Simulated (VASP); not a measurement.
A run of VASP 6.6.1:

INCAR

```
PREC = Accurate
ENCUT = 600
EDIFF = 1E-6
ISMEAR = 0
SIGMA = 0.1
LREAL = False
LASPH = True
NELM = 100
ALGO = Fast
ISIF = 4
LWAVE = False
LCHARG = False
GGA = PE
IBRION = 2
NSW = 50
EDIFFG = -0.01
```

File KPOINTS:

```
regular mesh
0
Gamma
  18 18 8
```

File POSCAR:

```
Zn
1.0
    2.6593971243      0.0000000000      0.0000000000
   -1.3296985621      2.3031054684      0.0000000000
    0.0000000000      0.0000000000      5.1588249430
Zn
2
Direct
    0.3333333333      0.6666666667      0.2500000000
    0.6666666667      0.3333333333      0.7500000000
```

Potentials or basis: VASP PAW PBE potentials, release 64 (Zn).

Command:

```sh
$ cat potpaw_PBE.64/Zn/POTCAR > POTCAR
$ mpirun -np 1 vasp_std > vasp.out
```

Hardware: 1 thread of Intel Xeon 8259CL (shared host).

How long does it take, and how much memory?

Wall time 3.6 min on 1 thread of Intel Xeon 8259CL (shared host), peak memory 0.23 GiB. Counts: scf iterations 22, k points 185, ion steps 3.
